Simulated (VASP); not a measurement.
# LiF (Fm-3m) in VASP: vibrations by perturbation theory with PBE

Aim: the vibrations by perturbation theory of LiF with PBE.

All numbers are computed with VASP 6.6.1; they aren't measurements. Logs are shortened: lines on timing, memory, paths and dates and some standing lists are left out, and cuts for length are marked.

## 1. The cell of the first run

Symmetry: Fm-3m, No. 225, cubic system. Conventional cell: a = 4.068 Å, b = 4.068 Å, c = 4.068 Å, α = 90.00°, β = 90.00°, γ = 90.00°. Within 2.7 Å of Li (site symmetry m-3m) lie 6 F at 2.03 Å. F (site symmetry m-3m) has 6 Li at 2.03 Å within 2.7 Å.

## 2. Vibrations by perturbation theory, PBE

Input file INCAR:

```
SYSTEM = LiF
PREC = Accurate ; ENCUT = 520
EDIFF = 1E-8 ; ISMEAR = 0
SIGMA = 0.01 ; LREAL = .FALSE.
LASPH = .TRUE. ; NELM = 60
ALGO = Normal ; ISIF = 2
LWAVE = .FALSE. ; LCHARG = .FALSE.
GGA = PE ; NBANDS = 12
IBRION = 8 ; NSW = 1
LEPSILON = .TRUE.
```

Input file KPOINTS:

```
regular mesh
0
G
  12 12 12
  0 0 0
```

Input file POSCAR:

```
LiF
1.0
    0.0000000000      2.0340657607      2.0340657607
    2.0340657607      0.0000000000      2.0340657607
    2.0340657607      2.0340657607      0.0000000000
Li F
1 1
Direct
    0.5000000000      0.5000000000      0.5000000000
    0.0000000000      0.0000000000      0.0000000000
```

Potentials or basis: VASP PAW PBE potentials, release 64 (Li_sv, F).

Run with:

```bash
> cat potpaw_PBE.64/Li_sv/POTCAR potpaw_PBE.64/F/POTCAR > POTCAR
> mpirun -np 1 vasp_std > vasp.out
```

OUTCAR:

```text
SYSTEM = LiF
   PREC = Accurate
   ENCUT = 520
   EDIFF = 1E-8
   ISMEAR = 0
   LREAL = .FALSE.
   LASPH = .TRUE.
   NELM = 60
   ISIF = 2
   GGA = PE
   IBRION = 8
   NSW = 1
   LEPSILON = .TRUE.

 ion  position               nearest neighbor table
   1  0.500  0.500  0.500-   2 2.03   2 2.03   2 2.03   2 2.03   2 2.03   2 2.03
   2  0.000  0.000  0.000-   1 2.03   1 2.03   1 2.03   1 2.03   1 2.03   1 2.03

  LATTYP: Found a face centered cubic cell.
 ALAT       =     4.0681315214

  Lattice vectors:

 A1 = (   0.0000000000,   2.0340657607,   2.0340657607)
 A2 = (   2.0340657607,   0.0000000000,   2.0340657607)
 A3 = (   2.0340657607,   2.0340657607,   0.0000000000)

Analysis of symmetry for initial positions (statically):
=====================================================================
 Subroutine PRICEL returns:
 Original cell was already a primitive cell.

 Routine SETGRP: Setting up the symmetry group for a
 face centered cubic supercell.

 Subroutine GETGRP returns: Found 48 space group operations
 (whereof 48 operations were pure point group operations)
 out of a pool of 48 trial point group operations.

The static configuration has the point symmetry O_h .

Analysis of symmetry for dynamics (positions and initial velocities):
=====================================================================
 Subroutine PRICEL returns:
 Original cell was already a primitive cell.

 Routine SETGRP: Setting up the symmetry group for a
 face centered cubic supercell.

 Subroutine GETGRP returns: Found 48 space group operations
 (whereof 48 operations were pure point group operations)
 out of a pool of 48 trial point group operations.

The dynamic configuration has the point symmetry O_h .

 Subroutine INISYM returns: Found 48 space group operations
 (whereof 48 operations are pure point group operations),
 and found     1 'primitive' translations

----------------------------------------------------------------------------------------

                                     Primitive cell

  volume of cell :      16.8316

  direct lattice vectors                    reciprocal lattice vectors
     0.000000000  2.034065761  2.034065761    -0.245813095  0.245813095  0.245813095
     2.034065761  0.000000000  2.034065761     0.245813095 -0.245813095  0.245813095
     2.034065761  2.034065761  0.000000000     0.245813095  0.245813095 -0.245813095

  length of vectors
     2.876603386  2.876603386  2.876603386     0.425760770  0.425760770  0.425760770

  position of ions in fractional coordinates (direct lattice)
     0.500000000  0.500000000  0.500000000
     0.000000000  0.000000000  0.000000000

  ion indices of the primitive-cell ions
   primitive index   ion index
                 1           1
                 2           2

----------------------------------------------------------------------------------------

 KPOINTS: regular mesh

Automatic generation of k-mesh.
 Grid dimensions read from file:
 generate k-points for:   12   12   12

 Generating k-lattice:

  Cartesian coordinates                     Fractional coordinates (reciprocal lattice)
    -0.020484425  0.020484425  0.020484425     0.083333333  0.000000000  0.000000000
     0.020484425 -0.020484425  0.020484425     0.000000000  0.083333333  0.000000000
     0.020484425  0.020484425 -0.020484425     0.000000000  0.000000000  0.083333333

  Length of vectors
     0.035480064  0.035480064  0.035480064

  Shift w.r.t. Gamma in fractional coordinates (k-lattice)
     0.000000000  0.000000000  0.000000000

 Subroutine IBZKPT returns following result:
 ===========================================

 Found     72 irreducible k-points:
[... 470 lines left out ...]
  energy-cutoff  :      520.00
  volume of cell :       16.83
      direct lattice vectors                 reciprocal lattice vectors
     0.000000000  2.034065761  2.034065761    -0.245813095  0.245813095  0.245813095
     2.034065761  0.000000000  2.034065761     0.245813095 -0.245813095  0.245813095
     2.034065761  2.034065761  0.000000000     0.245813095  0.245813095 -0.245813095

 POSITION                                       TOTAL-FORCE (eV/Angst)
 -----------------------------------------------------------------------------------
      2.03407      2.03407      2.03407         0.000000      0.000000      0.000000
      0.00000      0.00000      0.00000         0.000000      0.000000      0.000000
 -----------------------------------------------------------------------------------
    total drift:                                0.000000     -0.000000     -0.000000

  FREE ENERGIE OF THE ION-ELECTRON SYSTEM (eV)
  ---------------------------------------------------
  free  energy   TOTEN  =        -9.6408995190 eV

  energy  without entropy=       -9.6408995190  energy(sigma->0) =       -9.64089952

 HEAD OF MICROSCOPIC STATIC DIELECTRIC TENSOR (INDEPENDENT PARTICLE, excluding Hartree and local field effects)
 ------------------------------------------------------
           2.068524     0.000000     0.000000
           0.000000     2.068524    -0.000000
           0.000000     0.000000     2.068524
 ------------------------------------------------------

 Free energy of the ion-electron system (eV)
  ---------------------------------------------------
  ---------------------------------------------------
  free energy    TOTEN  =        -0.05383820 eV

  energy without entropy =       -0.05383820

------------------------ aborting loop because EDIFF is reached ----------------------------------------

--------------------------------------- Ionic step        2  -------------------------------------------

------------------------ aborting loop because EDIFF is reached ----------------------------------------

--------------------------------------- Ionic step        3  -------------------------------------------

------------------------ aborting loop because EDIFF is reached ----------------------------------------

 PIEZOELECTRIC TENSOR FIELD DIRECTION 3  (e Angst)
 -----------------------------------------------------------------------------
    -0.00019  0.00000 -0.00000           ( -0.00001  0.00000 -0.00000)
     0.00000 -0.00019 -0.00000           (  0.00000 -0.00001  0.00000)
    -0.00000 -0.00000 -0.00008           ( -0.00000  0.00000 -0.00001)

 PIEZOELECTRIC TENSOR FIELD DIRECTION 3  (C/m^2)
 -----------------------------------------------------------------------------
    -0.00018  0.00000 -0.00000
     0.00000 -0.00018 -0.00000
    -0.00000 -0.00000 -0.00007

--------------------------------------- Ionic step        4  -------------------------------------------

------------------------ aborting loop because EDIFF is reached ----------------------------------------

[... ionic steps 5 to 6 ...]

--------------------------------------- Ionic step        7  -------------------------------------------

 Free energy of the ion-electron system (eV)
  ---------------------------------------------------
  ---------------------------------------------------
  free energy    TOTEN  =        -0.52284367 eV

  energy without entropy =       -0.52284367

------------------------ aborting loop because EDIFF is reached ----------------------------------------

 INTERNAL STRAIN TENSOR  FOR ION    2  DIRECTION 1   (eV/Angst):
 -----------------------------------------------------------------------------
     0.00576 -0.00000  0.00000
     0.00000  0.00492  0.00000
     0.00000  0.00000  0.00492

 MACROSCOPIC STATIC DIELECTRIC TENSOR (including local field effects in DFT)
 ------------------------------------------------------
           2.048179     0.000000    -0.000000
           0.000000     2.048179    -0.000000
          -0.000000    -0.000000     2.048179
 ------------------------------------------------------

 PIEZOELECTRIC TENSOR (including local field effects)  for field in x, y, z        (e  Angst)
          XX          YY          ZZ          XY          YZ          ZX
  --------------------------------------------------------------------------------
  x     0.00000     0.00000     0.00000     0.00000     0.00000     0.00000
  y     0.00000     0.00000     0.00000     0.00000     0.00000     0.00000
  z     0.00000     0.00000     0.00000     0.00000     0.00000     0.00000

 PIEZOELECTRIC TENSOR (including local field effects)  for field in x, y, z        (C/m^2)
          XX          YY          ZZ          XY          YZ          ZX
  --------------------------------------------------------------------------------
  x     0.00000     0.00000     0.00000     0.00000     0.00000     0.00000
  y     0.00000     0.00000     0.00000     0.00000     0.00000     0.00000
  z     0.00000     0.00000     0.00000     0.00000     0.00000     0.00000

 BORN EFFECTIVE CHARGES (including local field effects) (in |e|, cummulative output)
 ---------------------------------------------------------------------------------
 ion    1
    1     1.05354     0.00000     0.00000
    2    -0.00000     1.05354     0.00000
    3     0.00000     0.00000     1.05354
 ion    2
    1    -1.05354    -0.00000     0.00000
    2     0.00000    -1.05354     0.00000
    3    -0.00000    -0.00000    -1.05354

 INTERNAL STRAIN TENSOR FOR ION    2 for displacements in x,y,z  (eV/Angst):
          X           Y           Z          XY          YZ          ZX
  --------------------------------------------------------------------------------
  x     0.00000     0.00000     0.00000     0.00000     0.00000     0.00000
  y     0.00000     0.00000     0.00000     0.00000     0.00000     0.00000
  z     0.00000     0.00000     0.00000     0.00000     0.00000     0.00000

 SECOND DERIVATIVES (NOT SYMMETRIZED)
 ------------------------------------
               1X          1Y          1Z          2X          2Y          2Z
  1X    -1.395220    0.000000    0.000000    1.395220    0.000000    0.000000
  1Y     0.000000   -1.395220    0.000000    0.000000    1.395220    0.000000
  1Z     0.000000    0.000000   -1.395220    0.000000    0.000000    1.395220
  2X     1.377504    0.000000    0.000000   -1.377504    0.000000    0.000000
  2Y     0.000000    1.377504    0.000000    0.000000   -1.377504    0.000000
  2Z     0.000000    0.000000    1.377504    0.000000    0.000000   -1.377504

 Eigenvectors and eigenvalues of the dynamical matrix
 ----------------------------------------------------

   1 f  =    8.146479 THz    51.185839 2PiTHz  271.737298 cm-1    33.691116 meV
             X         Y         Z           dx          dy          dz
      2.034066  2.034066  2.034066     0.000000    0.856138    0.000000
      0.000000  0.000000  0.000000     0.000000   -0.516747    0.000000
[... 21 lines left out ...]
   6 f/i=    0.023028 THz     0.144689 2PiTHz    0.768133 cm-1     0.095236 meV
             X         Y         Z           dx          dy          dz
      2.034066  2.034066  2.034066     0.000000    0.000000   -0.516747
      0.000000  0.000000  0.000000     0.000000    0.000000   -0.856138

--------------------------------------------------------------------------------------------------------

 MACROSCOPIC STATIC DIELECTRIC TENSOR IONIC CONTRIBUTION
 ------------------------------------------------------
           8.607153    -0.000000    -0.000000
          -0.000000     8.607153    -0.000000
          -0.000000    -0.000000     8.607153
 ------------------------------------------------------

 ELASTIC MODULI CONTR FROM IONIC RELAXATION (kBar)
 Direction    XX          YY          ZZ          XY          YZ          ZX
 --------------------------------------------------------------------------------
 XX           0.0000      0.0000      0.0000      0.0000      0.0000      0.0000
 YY           0.0000      0.0000      0.0000      0.0000      0.0000      0.0000
 ZZ           0.0000      0.0000      0.0000      0.0000      0.0000      0.0000
 XY           0.0000      0.0000      0.0000      0.0000      0.0000      0.0000
 YZ           0.0000      0.0000      0.0000      0.0000      0.0000      0.0000
 ZX           0.0000      0.0000      0.0000      0.0000      0.0000      0.0000
 --------------------------------------------------------------------------------

 PIEZOELECTRIC TENSOR IONIC CONTR  for field in x, y, z        (C/m^2)
          XX          YY          ZZ          XY          YZ          ZX
  --------------------------------------------------------------------------------
  x     0.00000     0.00000     0.00000     0.00000     0.00000     0.00000
  y     0.00000     0.00000     0.00000     0.00000     0.00000     0.00000
  z     0.00000     0.00000     0.00000     0.00000     0.00000     0.00000
```

Run time: 2.2 min. Hardware: 1 thread of Intel Xeon 6975P-C (Granite Rapids), shared host; peak memory 0.2 GiB.

Results:

```
Electronic dielectric tensor (diagonal)                 : 2.05
Born charges (mean of the diagonal)                     : Li +1.05; F -1.05 e
Highest phonon frequency at Γ, LO-TO splitting left out : 272 cm⁻¹
```

Phonon frequencies in cm⁻¹ (negative: imaginary):
```csv
q point,frequencies
"(0.000, 0.000, 0.000)",-1 -1 -1 272 272 272
```

Electronic dielectric tensor:
```
2.05 0.00 0.00
0.00 2.05 0.00
0.00 0.00 2.05
```

Born effective charge tensors (e):
atom 1, Li
```
1.05 0.00 0.00
0.00 1.05 0.00
0.00 0.00 1.05
```
atom 2, F
```
-1.05  0.00  0.00
 0.00 -1.05  0.00
 0.00  0.00 -1.05
```
